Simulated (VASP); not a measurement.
Runs of VASP 6.6.1 on Ge. The structure is that of space group P6/mmm (No. 191), or close to it. The cells are those of the table. 

```csv
level,cell,k mesh,grid for exact exchange (PRECFOCK),share of exact exchange,gap on the mesh (eV),pressure (GPa)
PBEsol,"a = 2.682, b = 2.682, c = 2.516 Å, angles 90.0, 90.0, 121.2°, 1 atom",11 × 11 × 10,-,-,none,(a)
PBEsol+D3(BJ),"a = 2.802, b = 2.802, c = 2.639 Å, angles 90.0, 90.0, 120.9°, 1 atom",11 × 11 × 10,-,-,none,-0.5
PBEsol,"a = 2.832, b = 2.832, c = 2.671 Å, angles 90.0, 90.0, 120.8°, 1 atom",11 × 11 × 10,-,-,none,-0.2
PBEsol-based global hybrid,"a = 2.819, b = 2.819, c = 2.707 Å, angles 90.0, 90.0, 120.0°, 1 atom",6 × 6 × 5,Normal,0.25,none,0.1
PBE0,"a = 2.847, b = 2.847, c = 2.733 Å, angles 90.0, 90.0, 120.0°, 1 atom",6 × 6 × 5,Normal,-,none,0.1
```

Alike in all rows: task single point; potentials or basis VASP PAW PBE potentials, release 64 (Ge_d); no spin polarisation; cutoff (eV) 520; smearing fermi-dirac 0.05 eV.

Q: Estimate the missing entries.

A: (a) 19.9.

Caveats: some runs use coarse meshes; the PAW data sets were made with another functional, which shifts forces and pressure a little; three body term missing (some runs); pairwise dispersion overbinds metals, which lowers pressure and volume (some runs).

A k mesh can miss the band edges, and the runs leave out spin-orbit coupling on Ge.

A gap of «none» marks levels without a gap at the run's occupations.
